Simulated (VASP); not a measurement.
Runs of VASP 6.6.1 on CaO. The structure is that of space group Fm-3m (No. 225), or close to it. The cells are those of the table. 

```csv
level,potentials or basis,spin,U,cell,k mesh,smearing,gap on the mesh (eV),pressure (GPa)
LDA+U,"VASP PAW LDA potentials, release 64 (Ca_sv, O)",off,O p U = 6.3 eV,"a = 3.399 Å, angles 60.0°, 2 atoms",2 × 2 × 6,gaussian 0.1 eV,3.46,-7.5
PBE+U,"VASP PAW PBE potentials, release 64 (Ca_sv, O)",off,O p U = 2.3 eV,"a = 3.399 Å, angles 60.0°, 2 atoms",8 × 8 × 8,gaussian 0.01 eV,3.68,(c)
PBE+U,"VASP PAW PBE potentials, release 64 (Ca_sv, O)",off,O p U = 1.3 eV,"a = 3.399 Å, angles 60.0°, 2 atoms",6 × 6 × 6,gaussian 0.1 eV,3.66,1.8
PBE+U,"VASP PAW PBE potentials, release 64 (Ca_sv, O)","collinear, zero start",O p U = 6.1 eV,"a = 3.399 Å, angles 60.0°, 2 atoms",4 × 4 × 4,gaussian 0.1 eV,3.76,0.8
PBEsol+U,"VASP PAW PBE potentials, release 64 (Ca_sv, O)",off,O p U = 8.0 eV,"a = 3.310 Å, angles 60.0°, 2 atoms",8 × 8 × 8,gaussian 0.1 eV,(b),(a)
```

Alike in all rows: task single point; cutoff (eV) 600.

Fill in the values left out.

(a) 5.8; (b) 3.67; (c) 1.6.

Caveats: some runs use coarse meshes; the cell stands under pressure (at least some runs); the PAW data sets were made with another functional, which shifts forces and pressure a little (at least some runs).

A k mesh can miss the band edges.
